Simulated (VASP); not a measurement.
Runs of VASP 6.6.1 on GaN. The structure is that of space group F-43m (No. 216), or close to it. The cells are those of the table. 

```csv
spin,cell,gap on the mesh (eV),pressure (GPa),moment (μB)
off,"a = 3.165, b = 3.165, c = 3.178 Å, angles 60.1, 60.1, 90.0°, 2 atoms",1.75,(d),-
off,"a = 3.149, b = 3.149, c = 3.175 Å, angles 60.3, 60.3, 90.0°, 2 atoms",(c),(b),-
off,"a = 3.117, b = 3.117, c = 3.168 Å, angles 60.5, 60.5, 90.0°, 2 atoms",1.85,(a),-
off,"a = 3.197, b = 3.197, c = 3.180 Å, angles 59.8, 59.8, 90.0°, 2 atoms",1.66,-1.1,-
"non-collinear, zero start, SOC","a = 3.213, b = 3.213, c = 3.179 Å, angles 59.7, 59.7, 90.0°, 2 atoms",-,-1.9,0.00
off,"a = 3.117, b = 3.117, c = 3.183 Å, angles 60.7, 60.7, 90.0°, 2 atoms",1.77,3.5,-
"non-collinear, zero start, SOC","a = 3.117, b = 3.117, c = 3.183 Å, angles 60.7, 60.7, 90.0°, 2 atoms",-,3.4,0.00
off,"a = 3.213, b = 3.213, c = 3.187 Å, angles 59.7, 59.7, 90.0°, 2 atoms",1.58,-2.8,-
```

Alike in all rows: task single point; level PBEsol; potentials or basis VASP PAW PBE potentials, release 64 (Ga_d, N); k mesh 10 × 10 × 10; cutoff (eV) 520; smearing gaussian 0.01 eV.

Q: Estimate the missing entries.

A: (a) 5.4; (b) 2.5; (c) 1.78; (d) 1.1.

Caveats: the PAW data sets were made with another functional, which shifts forces and pressure a little.

A k mesh can miss the band edges, and rows without SOC leave out spin-orbit coupling on Ga.
